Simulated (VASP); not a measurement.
# BeCu2SiS4 (I-42m) in VASP: single point with PBE0

Aim: the single point of BeCu2SiS4 with PBE0.

Program: VASP 6.6.1. These are calculated values, not measurements. Logs are shortened: lines on timing, memory, paths and dates and some standing lists are left out, and cuts for length are marked.

## Step 1: The cell of the first run

The structure is tetragonal, space group I-42m (No. 121). The conventional cell has a = 5.006 Å, b = 5.006 Å, c = 10.597 Å, α = 90.00°, β = 90.00°, γ = 90.00°. Within 3.0 Å of Cu (site symmetry -4) lie 4 S at 2.27 Å. Be (site symmetry -42m) has 4 S at 2.15 Å within 2.8 Å. Within 2.9 Å of Si (site symmetry -42m) lie 4 S at 2.16 Å. S (site symmetry m) has 1 Be at 2.15 Å and 1 Si at 2.16 Å and 2 Cu at 2.27 Å within 2.8 Å.

## Step 2: Single point, PBE0

The input, POSCAR:

```
BeCu2SiS4
1.0
   -2.5029285361      2.5029285361      5.2983880723
    2.5029285361     -2.5029285361      5.2983880723
    2.5029285361      2.5029285361     -5.2983880723
Cu Be Si S
2 1 1 4
Direct
    0.7500000000      0.2500000000      0.5000000000
    0.2500000000      0.7500000000      0.5000000000
    0.0000000000      0.0000000000      0.0000000000
    0.5000000000      0.5000000000      0.0000000000
    0.8665282374      0.8665282374      0.5014164823
    0.1334717626      0.6348882449      0.0000000000
    0.6348882449      0.1334717626      0.0000000000
    0.3651117551      0.3651117551      0.4985835177
```

The input, INCAR.step1:

```
SYSTEM = BeCu2SiS4
PREC     = Accurate       ! precision mode
ENCUT    = 520            ! plane-wave cutoff, eV
EDIFF    = 1E-5           ! SCF threshold, eV
ISMEAR   = 0              ! smearing method
SIGMA    = 0.01           ! smearing width, eV
LREAL    = .FALSE.        ! projectors in reciprocal space
LASPH    = .TRUE.         ! aspherical terms in the spheres
NELM     = 80             ! most SCF steps
ALGO     = Normal         ! electronic algorithm
ISIF     = 2              ! what is computed and relaxed
LWAVE    = .TRUE.         ! write WAVECAR
LCHARG   = .FALSE.        ! write CHGCAR
GGA      = PE             ! functional
NBANDS   = 36             ! bands
KPAR     = 4
```

The input, INCAR.step2:

```
SYSTEM = BeCu2SiS4
PREC     = Accurate       ! precision mode
ENCUT    = 520            ! plane-wave cutoff, eV
EDIFF    = 1E-6           ! SCF threshold, eV
ISMEAR   = 0              ! smearing method
SIGMA    = 0.01           ! smearing width, eV
LREAL    = .FALSE.        ! projectors in reciprocal space
LASPH    = .TRUE.         ! aspherical terms in the spheres
NELM     = 80             ! most SCF steps
ALGO     = Normal         ! electronic algorithm
ISIF     = 2              ! what is computed and relaxed
LWAVE    = .FALSE.        ! write WAVECAR
LCHARG   = .FALSE.        ! write CHGCAR
GGA      = PE             ! functional
LHFCALC  = .TRUE.         ! exact exchange
AEXX     = 0.25           ! exact-exchange fraction
PRECFOCK = Fast         
ISTART   = 1            
NBANDS   = 36             ! bands
KPAR     = 4
```

The input, KPOINTS:

```
regular mesh
0
G
  4 4 4
  0 0 0
```

Potentials or basis: VASP PAW PBE potentials, release 64 (Cu, Be, Si, S).

Command:

```sh
cat potpaw_PBE.64/Cu/POTCAR potpaw_PBE.64/Be/POTCAR potpaw_PBE.64/Si/POTCAR potpaw_PBE.64/S/POTCAR > POTCAR
cp INCAR.step1 INCAR
mpirun -np 4 vasp_std > vasp.out
cp INCAR.step2 INCAR
mpirun -np 4 vasp_std > vasp.out
```

OUTCAR:

```text
SYSTEM = BeCu2SiS4
   PREC = Accurate
   ENCUT = 520
   EDIFF = 1E-6
   ISMEAR = 0
   LREAL = .FALSE.
   LASPH = .TRUE.
   NELM = 80
   ISIF = 2
   GGA = PE
   LHFCALC = .TRUE.
   AEXX = 0.25
   PRECFOCK = Fast
   ISTART = 1

 ion  position               nearest neighbor table
   1  0.750  0.250  0.500-   8 2.27   6 2.27   7 2.27   5 2.27
   2  0.250  0.750  0.500-   8 2.27   7 2.27   6 2.27   5 2.27
   3  0.000  0.000  0.000-   5 2.15   6 2.15   7 2.15   8 2.15
   4  0.500  0.500  0.000-   5 2.16   6 2.16   7 2.16   8 2.16
   5  0.867  0.867  0.501-   3 2.15   4 2.16   1 2.27   2 2.27
   6  0.133  0.635  0.000-   3 2.15   4 2.16   1 2.27   2 2.27
   7  0.635  0.133  0.000-   3 2.15   4 2.16   2 2.27   1 2.27
   8  0.365  0.365  0.499-   3 2.15   4 2.16   2 2.27   1 2.27

  LATTYP: Found a body centered tetragonal cell.
 ALAT       =     5.0058570722
 C/A-ratio  =     2.1168754904

  Lattice vectors:

 A1 = (  -2.5029285361,   2.5029285361,   5.2983880723)
 A2 = (   2.5029285361,  -2.5029285361,   5.2983880723)
 A3 = (   2.5029285361,   2.5029285361,  -5.2983880723)

Analysis of symmetry for initial positions (statically):
=====================================================================
 Subroutine PRICEL returns:
 Original cell was already a primitive cell.

 Routine SETGRP: Setting up the symmetry group for a
 body centered tetragonal supercell.

 Subroutine GETGRP returns: Found  8 space group operations
 (whereof  8 operations were pure point group operations)
 out of a pool of 16 trial point group operations.

The static configuration has the point symmetry D_2d.

Analysis of symmetry for dynamics (positions and initial velocities):
=====================================================================
 Subroutine PRICEL returns:
 Original cell was already a primitive cell.

 Routine SETGRP: Setting up the symmetry group for a
 body centered tetragonal supercell.

 Subroutine GETGRP returns: Found  8 space group operations
 (whereof  8 operations were pure point group operations)
 out of a pool of 16 trial point group operations.

The dynamic configuration has the point symmetry D_2d.

 Subroutine INISYM returns: Found  8 space group operations
 (whereof  8 operations are pure point group operations),
 and found     1 'primitive' translations

----------------------------------------------------------------------------------------

                                     Primitive cell

  volume of cell :     132.7702

  direct lattice vectors                    reciprocal lattice vectors
    -2.502928536  2.502928536  5.298388072     0.000000000  0.199765991  0.094368324
     2.502928536 -2.502928536  5.298388072     0.199765991  0.000000000  0.094368324
     2.502928536  2.502928536 -5.298388072     0.199765991  0.199765991  0.000000000

  length of vectors
     6.371987027  6.371987027  6.371987027     0.220933999  0.220933999  0.282511774

  position of ions in fractional coordinates (direct lattice)
     0.750000000  0.250000000  0.500000000
     0.250000000  0.750000000  0.500000000
     0.000000000  0.000000000  0.000000000
     0.500000000  0.500000000  0.000000000
     0.866528237  0.866528237  0.501416482
     0.133471763  0.634888245  0.000000000
     0.634888245  0.133471763  0.000000000
     0.365111755  0.365111755  0.498583518

  ion indices of the primitive-cell ions
   primitive index   ion index
                 1           1
                 2           2
                 3           3
                 4           4
                 5           5
                 6           6
                 7           7
                 8           8

----------------------------------------------------------------------------------------

 KPOINTS: regular mesh

Automatic generation of k-mesh.
 Grid dimensions read from file:
 generate k-points for:    4    4    4

 Generating k-lattice:

  Cartesian coordinates                     Fractional coordinates (reciprocal lattice)
     0.000000000  0.049941498  0.023592081     0.250000000  0.000000000  0.000000000
     0.049941498  0.000000000  0.023592081     0.000000000  0.250000000  0.000000000
     0.049941498  0.049941498  0.000000000     0.000000000  0.000000000  0.250000000

  Length of vectors
     0.055233500  0.055233500  0.070627944

  Shift w.r.t. Gamma in fractional coordinates (k-lattice)
     0.000000000  0.000000000  0.000000000

 Subroutine IBZKPT returns following result:
 ===========================================

 Found     13 irreducible k-points:

 Following reciprocal coordinates:
            Coordinates               Weight
  0.000000  0.000000  0.000000      1.000000
  0.250000  0.000000 -0.000000      8.000000
  0.500000  0.000000 -0.000000      4.000000
  0.250000  0.250000 -0.000000      8.000000
  0.500000  0.250000 -0.000000     16.000000
 -0.250000  0.250000  0.000000      4.000000
  0.500000  0.500000 -0.000000      2.000000
  0.250000  0.250000  0.250000      2.000000
 -0.250000  0.250000  0.250000      4.000000
  0.500000  0.500000  0.250000      4.000000
 -0.250000  0.500000  0.250000      8.000000
 -0.250000 -0.250000  0.250000      2.000000
  0.500000  0.500000  0.500000      1.000000
   k-points           NKPTS =     13   k-points in BZ     NKDIM =     64   number of bands    NBANDS=     36
   number of dos      NEDOS =    301   number of ions     NIONS =      8
   total plane-waves  NPLWV = 110592
   dimension x,y,z NGX =    48 NGY =   48 NGZ =   48
   dimension x,y,z NGXF=    96 NGYF=   96 NGZF=   96
   ions per type =               2   1   1   4
   NGX,Y,Z   is equivalent  to a cutoff of  12.52, 12.52, 12.52 a.u.
   NGXF,Y,Z  is equivalent  to a cutoff of  25.05, 25.05, 25.05 a.u.
 SYSTEM =  BeCu2SiS4
   PREC   = accura    normal or accurate (medium, high low for compatibility)
   ISTART =      1    job   : 0-new  1-cont  2-samecut
   ICHARG =      0    charge: 1-file 2-atom 10-const
   ISPIN  =      1    spin polarized calculation?
   LNONCOLLINEAR =      F non collinear calculations
   LSORBIT =      F    spin-orbit coupling
   LASPH  =      T    aspherical Exc in radial PAW
   ENCUT  =  520.0 eV  38.22 Ry    6.18 a.u.  11.85 11.85 11.85*2*pi/ulx,y,z
   NELM   =     80;   NELMIN=  2; NELMDL=  0     # of ELM steps
   EDIFF  = 0.1E-05   stopping-criterion for ELM
   LREAL  =      F    real-space projection
   EDIFFG = 0.1E-04   stopping-criterion for IOM
   NSW    =      0    number of steps for IOM
   IBRION =     -1    ionic relax: 0-MD 1-quasi-New 2-CG
   NFREE  =      0    steps in history (QN), initial steepest desc. (CG)
   ISIF   =      2    stress and relaxation
   ISYM   =      3    0-nonsym 1-usesym 2-fastsym
   POTIM  = 0.5000    time-step for ionic-motion
   TEBEG  =    0.0;   TEEND  =   0.0 temperature during run
   PSTRESS=    0.0 pullay stress
   NELECT =      52.0000    total number of electrons
   NUPDOWN=      -1.0000    fix difference up-down
   EMIN   =  10.00;   EMAX   =-10.00  energy-range for DOS
   EFERMI =   0.00;   METHOD = LEGACY
   ISMEAR =     0;   SIGMA  =   0.01  broadening in eV -4-tet -1-fermi 0-gaus
   EFERMI_NEDOS =   21; number of points for ismear=-14 and -15
   IALGO  =     38    algorithm
   IMIX   =      1    mixing-type and parameters
     AMIX     =   0.40;   BMIX     =  1.00
     AMIX_MAG =   1.60;   BMIX_MAG =  1.00
  volume/ion in A,a.u.               =      16.60       112.00
  Fermi-wavevector in a.u.,A,eV,Ry     =   1.197776  2.263469 19.519845  1.434668
  Thomas-Fermi vector in A             =   2.333682
   LORBIT       =      0    0 simple, 1 ext, 2 COOP (PROOUT), +10 PAW based schemes
   GGA     = PE    functional components
   LHFCALC =     T    Hartree Fock is set to
   PRECFOCK=fast      Normal, Fast or Accurate (Low or Medium for compatibility)
   ENCUT4O =  -1.0   cutoff for four orbital integrals eV
   NKREDX  =     1    reduce k-point grid by
   NKREDY  =     1    reduce k-point grid by
   NKREDZ  =     1    reduce k-point grid by
   AEXX    =    0.2500 exact exchange contribution
   HFSCREEN=    0.0000 screening length (either q_TF or 0.3 A-1)
   HFSCREENC=   0.0000 screening length for correlation (either q_TF or 0.3 A-1)
   ENCUTFOCK=  -1.0 apply spherical cutoff to Coloumb kernel
   IVDW    =     0    specifies the selected vdW correction
   LEPSILON=     F    determine dielectric tensor
   LRPA    =     F    only Hartree local field effects (RPA)
 non-spin polarized calculation
 Gauss-broadening in eV      SIGMA  =   0.01
  energy-cutoff  :      520.00
  volume of cell :      132.77
 maximum number of plane-waves:      3600
  NGX = 28; NGY = 28; NGZ = 28

 number of electron      52.0000004 magnetization

 Free energy of the ion-electron system (eV)
  ---------------------------------------------------
  ext. energy  EPLUGINS =         0.00000000
  ---------------------------------------------------
  free energy    TOTEN  =       -47.07725371 eV

  energy without entropy =      -47.07725371  energy(sigma->0) =      -47.07725371

 E-fermi :   4.7584     XC(G=0):  -7.9290

 val. band max:        4.6530040827   @ k =   0.0000   0.0000   0.0000
 cond. band min:       8.0924372358   @ k =   0.5000   0.5000   0.5000
 fundamental gap:      3.4394331531
 Fermi energy:         4.7583917978

 k-point     1 :       0.0000    0.0000    0.0000
  band No.  band energies     occupation
      1     -12.1334      2.00000
      2      -9.9288      2.00000
      3      -9.7886      2.00000
      4      -9.7886      2.00000
      5      -4.6658      2.00000
      6      -2.0305      2.00000
[... 28 lines left out ...]
     35      11.9763      0.00000
     36      13.2488      0.00000

 k-point     2 :       0.2500    0.0000   -0.0000
  band No.  band energies     occupation
      1     -11.8742      2.00000
      2     -10.1329      2.00000
      3      -9.9600      2.00000
      4      -9.8715      2.00000
      5      -4.3363      2.00000
      6      -1.9689      2.00000
[... 28 lines left out ...]
     35      12.4191      0.00000
     36      12.9034      0.00000
[... 388 lines left out ...]
     35      12.2163      0.00000
     36      12.2163      0.00000

 k-point    13 :       0.5000    0.5000    0.5000
  band No.  band energies     occupation
      1     -11.7529      2.00000
      2     -10.6021      2.00000
      3      -9.8026      2.00000
      4      -9.8026      2.00000
      5      -4.5092      2.00000
      6      -1.6460      2.00000
[... 28 lines left out ...]
     35      13.2993      0.00000
     36      13.2993      0.00000

------------------------ aborting loop because EDIFF is reached ----------------------------------------

  FORCE on cell =-STRESS in cart. coord.  units (eV):
  Direction    XX          YY          ZZ          XY          YZ          ZX
  --------------------------------------------------------------------------------------
  -------------------------------------------------------------------------------------
  Total        0.2216817      0.2216817      0.7702164      0.0000000      0.0000000      0.0000000
  in kB        2.6750990      2.6750990      9.2944286      0.0000000      0.0000000      0.0000000
  external PRESSURE =       4.8815422 kB  Pullay stress =       0.0000000 kB

 VOLUME and BASIS-vectors are now :
 -----------------------------------------------------------------------------
  energy-cutoff  :      520.00
  volume of cell :      132.77
      direct lattice vectors                 reciprocal lattice vectors
    -2.502928536  2.502928536  5.298388072     0.000000000  0.199765991  0.094368324
     2.502928536 -2.502928536  5.298388072     0.199765991  0.000000000  0.094368324
     2.502928536  2.502928536 -5.298388072     0.199765991  0.199765991  0.000000000

 POSITION                                       TOTAL-FORCE (eV/Angst)
 -----------------------------------------------------------------------------------
      0.00000      2.50293      2.64919        -0.000000      0.000000      0.000000
      2.50293      0.00000      2.64919        -0.000000      0.000000      0.000000
      0.00000      0.00000      0.00000        -0.000000      0.000000      0.000000
      0.00000      0.00000      5.29839        -0.000000      0.000000      0.000000
      1.25501      1.25501      6.52571        -0.061185     -0.061185     -0.331986
      1.25501     -1.25501      4.07107        -0.061185      0.061185      0.331986
     -1.25501      1.25501      4.07107         0.061185     -0.061185      0.331986
      1.24792      1.24792      1.22732         0.061185      0.061185     -0.331986
 -----------------------------------------------------------------------------------
    total drift:                                0.000000     -0.000002     -0.000009

  FREE ENERGIE OF THE ION-ELECTRON SYSTEM (eV)
  ---------------------------------------------------
  free  energy   TOTEN  =       -47.0772537056 eV

  energy  without entropy=      -47.0772537056  energy(sigma->0) =      -47.07725371
```

It took 59 min on 4 MPI ranks of Intel Xeon 6975P-C (Granite Rapids), shared host; peak memory 0.4 GiB.

Results:

- Free energy: -47.0773 eV
- Pressure: 0.5 GPa
- Largest force: 0.343 eV/Å
- Band gap on the k mesh: 3.44 eV (least direct gap 3.57 eV)

Forces on the atoms (eV/Å):
```
Cu   0.000  0.000  0.000
Cu   0.000  0.000  0.000
Be   0.000  0.000  0.000
Si   0.000  0.000  0.000
S   -0.061 -0.061 -0.332
S   -0.061  0.061  0.332
S    0.061 -0.061  0.332
S    0.061  0.061 -0.332
```

Levels at points of the mesh, in eV from the valence-band top:
```csv
k point,band 22,band 23,band 24,band 25,band 26,band 27,band 28,band 29,band 30,band 31
"(0.00, 0.00, 0.00)",-2.41,-2.29,-0.97,0.00,0.00,3.57,3.58,5.47,5.80,5.80
"(0.50, 0.00, 0.00)",-1.91,-1.65,-1.64,-0.79,-0.78,5.22,5.35,5.51,6.19,6.41
"(0.50, 0.50, 0.00)",-2.20,-1.57,-1.04,-0.53,-0.24,3.47,4.70,5.13,6.07,6.41
"(0.50, 0.50, 0.50)",-2.10,-2.04,-1.82,-0.94,-0.94,3.44,3.58,3.58,3.96,5.26
```

Caveat: the PAW data sets were made with another functional, which shifts forces and pressure a little. A k mesh can miss the band edges.
